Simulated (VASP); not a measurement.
**In3Sb: vibrations by perturbation theory with LDA**

In3Sb:

```
CELL_PARAMETERS angstrom
4.83696 0.00000 0.00000
0.00000 4.83696 0.00000
0.00000 0.00000 4.83696
ATOMIC_POSITIONS crystal
In 0.50000 0.50000 0.00000
In 0.50000 0.00000 0.50000
In 0.00000 0.50000 0.50000
Sb 0.00000 0.00000 0.00000
```

```yaml
Program: VASP 6.6.1
Task: vibrations by perturbation theory
Functional: LDA
Potentials_or_basis: VASP PAW LDA potentials, release 64 (In_d, Sb)
Cutoff: 520 eV
k_mesh: 4 × 4 × 4
Occupations: fermi-dirac, width 0.1 eV
Spin: no spin polarisation
Dipole_correction: no
Further_INCAR_settings: ALGO = Normal; EDIFF = 1e-08; IBRION = 8; NSW = 1
```

* Highest phonon frequency at Γ, LO-TO splitting left out: 65 cm⁻¹
* Most unstable mode: 45i cm⁻¹

Phonon frequencies in cm⁻¹ (negative: imaginary):
| q point | frequencies |
| --- | --- |
| (0.000, 0.000, 0.000) | -45 -45 -45 -11 -11 -11 0 0 0 65 65 65 |

It took 9.1 min on 1 thread of AMD EPYC 7R13 (shared host), peak memory 0.29 GiB.

Caveat: the cell wasn't relaxed at this level first, which shifts response properties; some modes are imaginary.
